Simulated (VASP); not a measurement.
# Au in VASP: a series of runs

Runs on Au. Level: PBEsol. Tasks: single point.

All numbers are computed with VASP 6.6.1; they aren't measurements. Logs are shortened: lines on timing, memory, paths and dates and some standing lists are left out, and cuts for length are marked.

## (1) The cell of the first run

The cell holds a slab with vacuum, 6 atoms: a = 2.888 Å, b = 2.888 Å, c = 20.147 Å, α = 90.00°, β = 90.00°, γ = 60.00°.

## (2) Single point, PBEsol (the distance across one plane changed)

The input, INCAR:

```
SYSTEM = Au
ALGO = Fast
EDIFF = 1E-6
ENCUT = 520
GGA = PS
ISIF = 2
ISMEAR = 0
LASPH = .True.
LCHARG = .False.
LREAL = .False.
LWAVE = .False.
NBANDS = 42
NELM = 100
PREC = Accurate
SIGMA = 0.15
```

The input, KPOINTS:

```
k-points
0
Gamma
  23 23 5
  0 0 0
```

The input, POSCAR:

```
Au
1.0
    2.0419343853     -2.0419343853      0.0000000000
    2.0419343853      0.0000000000     -2.0419343853
   11.6318391565     11.6318391565     11.6318391565
Au
6
Direct
    0.6666666667      0.6666666667      0.0585039612
    0.0000000000      0.0000000000      0.6436606040
    0.3333333333      0.3333333333      0.1755352897
    0.6666666667      0.6666666667      0.4095979469
    0.0000000000      0.0000000000      0.2925666183
    0.3333333333      0.3333333333      0.5266292754
```

Potentials or basis: VASP PAW PBE potentials, release 64 (Au).

Started as:

```
> cat potpaw_PBE.64/Au/POTCAR > POTCAR
> mpirun -np 1 vasp_std > vasp.out
```

OUTCAR:

```text
SYSTEM = Au
   EDIFF = 1E-6
   ENCUT = 520
   GGA = PS
   ISIF = 2
   ISMEAR = 0
   LASPH = .True.
   LREAL = .False.
   NELM = 100
   PREC = Accurate

 ion  position               nearest neighbor table
   1  0.667  0.667  0.059-   3 2.89   3 2.89   3 2.89
   2  0.000  0.000  0.644-   6 2.89   6 2.89   6 2.89
   3  0.333  0.333  0.176-   1 2.89   1 2.89   1 2.89   5 2.89   5 2.89   5 2.89
   4  0.667  0.667  0.410-   6 2.89   6 2.89   6 2.89   5 2.89   5 2.89   5 2.89
   5  0.000  0.000  0.293-   3 2.89   4 2.89   4 2.89   4 2.89   3 2.89   3 2.89
   6  0.333  0.333  0.527-   4 2.89   4 2.89   4 2.89   2 2.89   2 2.89   2 2.89

  LATTYP: Found a hexagonal cell.
 ALAT       =     2.8877313012
 C/A-ratio  =     6.9767351264

  Lattice vectors:

 A1 = (  -2.0419343853,   0.0000000000,   2.0419343853)
 A2 = (   2.0419343853,  -2.0419343853,   0.0000000000)
 A3 = (  11.6318391565,  11.6318391565,  11.6318391565)

Analysis of symmetry for initial positions (statically):
=====================================================================
 Subroutine PRICEL returns:
 Original cell was already a primitive cell.

 Routine SETGRP: Setting up the symmetry group for a
 hexagonal supercell.

 Subroutine GETGRP returns: Found 12 space group operations
 (whereof  6 operations were pure point group operations)
 out of a pool of 24 trial point group operations.

The static configuration has the point symmetry C_3v.
 The point group associated with its full space group is D_3d.

Analysis of symmetry for dynamics (positions and initial velocities):
=====================================================================
 Subroutine PRICEL returns:
 Original cell was already a primitive cell.

 Routine SETGRP: Setting up the symmetry group for a
 hexagonal supercell.

 Subroutine GETGRP returns: Found 12 space group operations
 (whereof  6 operations were pure point group operations)
 out of a pool of 24 trial point group operations.

The dynamic configuration has the point symmetry C_3v.
 The point group associated with its full space group is D_3d.

 Subroutine INISYM returns: Found 12 space group operations
 (whereof  6 operations are pure point group operations),
 and found     1 'primitive' translations

----------------------------------------------------------------------------------------

                                     Primitive cell

  volume of cell :     145.4967

  direct lattice vectors                    reciprocal lattice vectors
     2.041934385 -2.041934385  0.000000000     0.163243900 -0.326487801  0.163243900
     2.041934385  0.000000000 -2.041934385     0.163243900  0.163243900 -0.326487801
    11.631839156 11.631839156 11.631839156     0.028656976  0.028656976  0.028656976

  length of vectors
     2.887731301  2.887731301 20.146936405     0.399864260  0.399864260  0.049635338

  position of ions in fractional coordinates (direct lattice)
     0.666666667  0.666666667  0.058503961
     0.000000000  0.000000000  0.643660604
     0.333333333  0.333333333  0.175535290
     0.666666667  0.666666667  0.409597947
     0.000000000  0.000000000  0.292566618
     0.333333333  0.333333333  0.526629275

  ion indices of the primitive-cell ions
   primitive index   ion index
                 1           1
                 2           2
                 3           3
                 4           4
                 5           5
                 6           6

----------------------------------------------------------------------------------------

 KPOINTS: k-points

Automatic generation of k-mesh.
 Grid dimensions read from file:
 generate k-points for:   23   23    5

 Generating k-lattice:

  Cartesian coordinates                     Fractional coordinates (reciprocal lattice)
     0.007097561 -0.014195122  0.007097561     0.043478261  0.000000000  0.000000000
     0.007097561  0.007097561 -0.014195122     0.000000000  0.043478261  0.000000000
     0.005731395  0.005731395  0.005731395     0.000000000  0.000000000  0.200000000

  Length of vectors
     0.017385403  0.017385403  0.009927068

  Shift w.r.t. Gamma in fractional coordinates (k-lattice)
     0.000000000  0.000000000  0.000000000

 Subroutine IBZKPT returns following result:
 ===========================================

 Found    256 irreducible k-points:

 Following reciprocal coordinates:
            Coordinates               Weight
  0.000000  0.000000  0.000000      1.000000
  0.043478  0.000000  0.000000      6.000000
  0.086957  0.000000  0.000000      6.000000
  0.130435  0.000000  0.000000      6.000000
  0.173913  0.000000  0.000000      6.000000
  0.217391  0.000000  0.000000      6.000000
[... 16 lines left out ...]
 -0.478261  0.043478 -0.000000      6.000000
  0.173913  0.086957  0.000000      6.000000
 [... further k-points ...]
   k-points           NKPTS =    256   k-points in BZ     NKDIM =    256   number of bands    NBANDS=     42
   number of dos      NEDOS =    301   number of ions     NIONS =      6
   total plane-waves  NPLWV =  86400
   dimension x,y,z NGX =    24 NGY =   24 NGZ =  150
   dimension x,y,z NGXF=    48 NGYF=   48 NGZF=  300
   ions per type =               6
   NGX,Y,Z   is equivalent  to a cutoff of  13.82, 13.82, 12.38 a.u.
   NGXF,Y,Z  is equivalent  to a cutoff of  27.63, 27.63, 24.76 a.u.
 SYSTEM =  Au
   PREC   = accura    normal or accurate (medium, high low for compatibility)
   ISTART =      0    job   : 0-new  1-cont  2-samecut
   ICHARG =      2    charge: 1-file 2-atom 10-const
   ISPIN  =      1    spin polarized calculation?
   LNONCOLLINEAR =      F non collinear calculations
   LSORBIT =      F    spin-orbit coupling
   LASPH  =      T    aspherical Exc in radial PAW
   ENCUT  =  520.0 eV  38.22 Ry    6.18 a.u.   5.37  5.37 37.46*2*pi/ulx,y,z
   NELM   =    100;   NELMIN=  2; NELMDL= -5     # of ELM steps
   EDIFF  = 0.1E-05   stopping-criterion for ELM
   LREAL  =      F    real-space projection
   EDIFFG = 0.1E-04   stopping-criterion for IOM
   NSW    =      0    number of steps for IOM
   IBRION =     -1    ionic relax: 0-MD 1-quasi-New 2-CG
   NFREE  =      0    steps in history (QN), initial steepest desc. (CG)
   ISIF   =      2    stress and relaxation
   ISYM   =      2    0-nonsym 1-usesym 2-fastsym
   POTIM  = 0.5000    time-step for ionic-motion
   TEBEG  =    0.0;   TEEND  =   0.0 temperature during run
   PSTRESS=    0.0 pullay stress
   NELECT =      66.0000    total number of electrons
   NUPDOWN=      -1.0000    fix difference up-down
   EMIN   =  10.00;   EMAX   =-10.00  energy-range for DOS
   EFERMI =   0.00;   METHOD = LEGACY
   ISMEAR =     0;   SIGMA  =   0.15  broadening in eV -4-tet -1-fermi 0-gaus
   EFERMI_NEDOS =   21; number of points for ismear=-14 and -15
   IALGO  =     68    algorithm
   IMIX   =      4    mixing-type and parameters
     AMIX     =   0.40;   BMIX     =  1.00
     AMIX_MAG =   1.60;   BMIX_MAG =  1.00
  volume/ion in A,a.u.               =      24.25       163.64
  Fermi-wavevector in a.u.,A,eV,Ry     =   1.257878  2.377044 21.527903  1.582256
  Thomas-Fermi vector in A             =   2.391515
   LORBIT       =      0    0 simple, 1 ext, 2 COOP (PROOUT), +10 PAW based schemes
   GGA     = PS    functional components
   LHFCALC =     F    Hartree Fock is set to
   AEXX    =    0.0000 exact exchange contribution
   IVDW    =     0    specifies the selected vdW correction
   LEPSILON=     F    determine dielectric tensor
   LRPA    =     F    only Hartree local field effects (RPA)
 non-spin polarized calculation
 RMM-DIIS sequential band-by-band and
 Gauss-broadening in eV      SIGMA  =   0.15
  energy-cutoff  :      520.00
  volume of cell :      145.50
 maximum number of plane-waves:      3993
 NGX is ok and might be reduce to    24
   NGX = 11   NGY = 11   NGZ = 75

 number of electron      66.0000011 magnetization

 Free energy of the ion-electron system (eV)
  ---------------------------------------------------
  ext. energy  EPLUGINS =         0.00000000
  ---------------------------------------------------
  free energy    TOTEN  =       -22.66267678 eV

  energy without entropy =      -22.64204168  energy(sigma->0) =      -22.65235923

 E-fermi :   4.9435     XC(G=0):  -9.7824

 val. band max:        4.9385831765   @ k =   0.1304   0.0435   0.0000
 cond. band min:       4.9890992062   @ k =   0.4348  -0.4783   0.2000
 fundamental gap:      0.0505160297
 Fermi energy:         4.9434758835

 k-point     1 :       0.0000    0.0000    0.0000
  band No.  band energies     occupation
      1      -4.8007      2.00000
      2      -4.1513      2.00000
      3      -3.3055      2.00000
      4      -2.6170      2.00000
      5      -2.2742      2.00000
      6      -2.2428      2.00000
[... 34 lines left out ...]
     41      12.5926      0.00000
     42      16.3465      0.00000

 k-point     2 :       0.0435    0.0000    0.0000
  band No.  band energies     occupation
      1      -4.7423      2.00000
      2      -4.0942      2.00000
      3      -3.2487      2.00000
      4      -2.5616      2.00000
      5      -2.2216      2.00000
      6      -2.1888      2.00000
[... 34 lines left out ...]
     41      12.6236      0.00000
     42      16.3864      0.00000

 k-point     3 :       0.0870    0.0000    0.0000
  band No.  band energies     occupation
      1      -4.5693      2.00000
      2      -3.9258      2.00000
      3      -3.0828      2.00000
      4      -2.4005      2.00000
      5      -2.0683      2.00000
      6      -2.0320      2.00000
[... 34 lines left out ...]
     41      12.7171      0.00000
     42      16.4953      0.00000

 k-point     4 :       0.1304    0.0000    0.0000
  band No.  band energies     occupation
      1      -4.2896      2.00000
      2      -3.6566      2.00000
      3      -2.8226      2.00000
      4      -2.1521      2.00000
      5      -1.8307      2.00000
      6      -1.7901      2.00000
[... 844 lines left out ...]
     41      10.8960      0.00000
     42      11.9378      0.00000

 k-point    23 :      -0.4783    0.0435   -0.0000
  band No.  band energies     occupation
      1      -2.2276      2.00000
      2      -2.0146      2.00000
      3      -1.7797      2.00000
      4      -1.7095      2.00000
      5      -1.6972      2.00000
      6      -1.3341      2.00000
[... 34 lines left out ...]
     41      10.7495      0.00000
     42      11.0763      0.00000

 k-point    24 :       0.1739    0.0870    0.0000
  band No.  band energies     occupation
      1      -4.1253      2.00000
      2      -3.4999      2.00000
      3      -2.6722      2.00000
      4      -2.0064      2.00000
      5      -1.6914      2.00000
      6      -1.6512      2.00000
[... 34 lines left out ...]
     41      12.9666      0.00000
     42      16.7465      0.00000

 [... further k-points ...]

------------------------ aborting loop because EDIFF is reached ----------------------------------------

  FORCE on cell =-STRESS in cart. coord.  units (eV):
  Direction    XX          YY          ZZ          XY          YZ          ZX
  --------------------------------------------------------------------------------------
  -------------------------------------------------------------------------------------
  Total       -2.1876968     -2.1876968     -2.1876968      1.0707551      1.0707551      1.0707551
  in kB      -24.0904273    -24.0904273    -24.0904273     11.7909152     11.7909152     11.7909152
  external PRESSURE =     -24.0904273 kB  Pullay stress =       0.0000000 kB

 VOLUME and BASIS-vectors are now :
 -----------------------------------------------------------------------------
  energy-cutoff  :      520.00
  volume of cell :      145.50
      direct lattice vectors                 reciprocal lattice vectors
     2.041934385 -2.041934385  0.000000000     0.163243900 -0.326487801  0.163243900
     2.041934385  0.000000000 -2.041934385     0.163243900  0.163243900 -0.326487801
    11.631839156 11.631839156 11.631839156     0.028656976  0.028656976  0.028656976

 POSITION                                       TOTAL-FORCE (eV/Angst)
 -----------------------------------------------------------------------------------
      3.40309     -0.68078     -0.68078        -0.037833     -0.037833     -0.037833
      7.48696      7.48696      7.48696         0.037833      0.037833      0.037833
      3.40309      1.36115      1.36115         0.066692      0.066692      0.066692
      7.48696      3.40309      3.40309         0.020425      0.020425      0.020425
      3.40309      3.40309      3.40309        -0.020425     -0.020425     -0.020425
      7.48696      5.44502      5.44502        -0.066692     -0.066692     -0.066692
 -----------------------------------------------------------------------------------
    total drift:                               -0.000004     -0.000004     -0.000004

  FREE ENERGIE OF THE ION-ELECTRON SYSTEM (eV)
  ---------------------------------------------------
  free  energy   TOTEN  =       -22.6626767776 eV

  energy  without entropy=      -22.6420416763  energy(sigma->0) =      -22.65235923
```

Run time: 49 min. Hardware: 1 thread of Intel Xeon 8259CL, shared host; peak memory 1.1 GiB.

What came out:

```
Free energy            : -22.6627 eV
Largest force          : 0.116 eV/Å
Band gap on the k mesh : zero (bands 33 and 34 overlap by 4.95 eV)
```

Forces in eV/Å, atoms in the order of the input:
```
Au  -0.038 -0.038 -0.038
Au   0.038  0.038  0.038
Au   0.067  0.067  0.067
Au   0.020  0.020  0.020
Au  -0.020 -0.020 -0.020
Au  -0.067 -0.067 -0.067
```

Caveat: the cell differs from its parent crystal (the distance across one plane changed); the PAW data sets were made with another functional, which shifts forces and pressure a little; spin-orbit coupling is left out, which moves the levels of the heavy elements.

## (3) Single point, PBEsol (the distance across one plane changed)

The input, INCAR:

```
SYSTEM = Au
ALGO = Fast
EDIFF = 1E-6
ENCUT = 520
GGA = PS
ISIF = 2
ISMEAR = 0
LASPH = .TRUE.
LCHARG = .TRUE.
LELF = .TRUE.
LREAL = .FALSE.
LVHAR = .TRUE.
LWAVE = .FALSE.
NBANDS = 42
NELM = 60
PREC = Accurate
SIGMA = 0.15
```

The input, KPOINTS:

```
k-points
0
G
  23 23 5
  0 0 0
```

The input, POSCAR:

```
Au
1.0
    2.0419343853     -2.0419343853      0.0000000000
    2.0419343853      0.0000000000     -2.0419343853
    9.8997883490      9.8997883490      9.8997883490
Au
6
Direct
    0.6666666667      0.6666666667      0.0687397187
    0.0000000000      0.0000000000      0.7562744125
    0.3333333333      0.3333333333      0.2062466574
    0.6666666667      0.6666666667      0.4812605350
    0.0000000000      0.0000000000      0.3437535962
    0.3333333333      0.3333333333      0.6187674737
```

Potentials or basis: VASP PAW PBE potentials, release 64 (Au).

Started as:

```
> cat potpaw_PBE.64/Au/POTCAR > POTCAR
> mpirun -np 1 vasp_std > vasp.out
```

Wall time 33 min (1 thread of Oxide Virtual Turin-like, shared host); peak memory 0.9 GiB.

The run converged. Its results:

```yaml
Free_energy: -22.6688 eV
Pressure: -2.9 GPa
Largest_force: 0.113 eV/Å
Band_gap_on_the_k_mesh: zero (bands 33 and 34 overlap by 4.98 eV)
```

Forces in eV/Å, atoms in the order of the input:
```
Au  -0.046 -0.046 -0.046
Au   0.046  0.046  0.046
Au   0.065  0.065  0.065
Au   0.021  0.021  0.021
Au  -0.021 -0.021 -0.021
Au  -0.065 -0.065 -0.065
```

Stress tensor (GPa, compression positive):
```
-2.87  1.34  1.34
 1.34 -2.87  1.34
 1.34  1.34 -2.87
```

Levels at points of the mesh, in eV from the Fermi level:
| k point | band 32 | band 33 | band 34 | band 35 | band 36 | band 37 |
| --- | --- | --- | --- | --- | --- | --- |
| (0.00, 0.00, 0.00) | -2.15 | -2.15 | -1.99 | -1.99 | -0.56 | -0.37 |

Caveat: the cell differs from its parent crystal (the distance across one plane changed); the PAW data sets were made with another functional, which shifts forces and pressure a little; spin-orbit coupling is left out, which moves the levels of the heavy elements.
